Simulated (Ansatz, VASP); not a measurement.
**Two plane-wave programs on SrCl2**

```
Sr Cl
1.0
     0.00000    3.69002    3.40589
     3.69002    0.00000    3.40589
     3.69002    3.69002    0.00000
Sr Cl
1 2
Direct
  0.00000 0.00000 0.00000
  0.25000 0.25000 0.25000
  0.75000 0.75000 0.75000
```

Alike in both runs: task single point; functional PBE; k mesh 6 × 6 × 6; occupations gaussian, width 0.05 eV; no spin polarisation.

```csv
,VASP,Ansatz
version,VASP 6.6.1,Ansatz 0.2.0
potentials or method,"VASP PAW PBE potentials, release 64 (Sr_sv, Cl), cutoff 520 eV","scalar-relativistic, plane waves, PAW"
valence electrons in the cell,24,24
```

Ansatz gave:

- gap on the k mesh at the Fermi level (eV): 4.57
- least direct gap on the mesh (eV): 4.79
- pressure (GPa): -1.7
- traceless stress, the component that is largest in VASP (GPa): 2.51

**Question.** Which values does VASP return?

**Answer.** gap on the k mesh at the Fermi level (eV): 4.56; least direct gap on the mesh (eV): 4.79; pressure (GPa): -1.7; traceless stress, the component that is largest in VASP (GPa): 2.50.
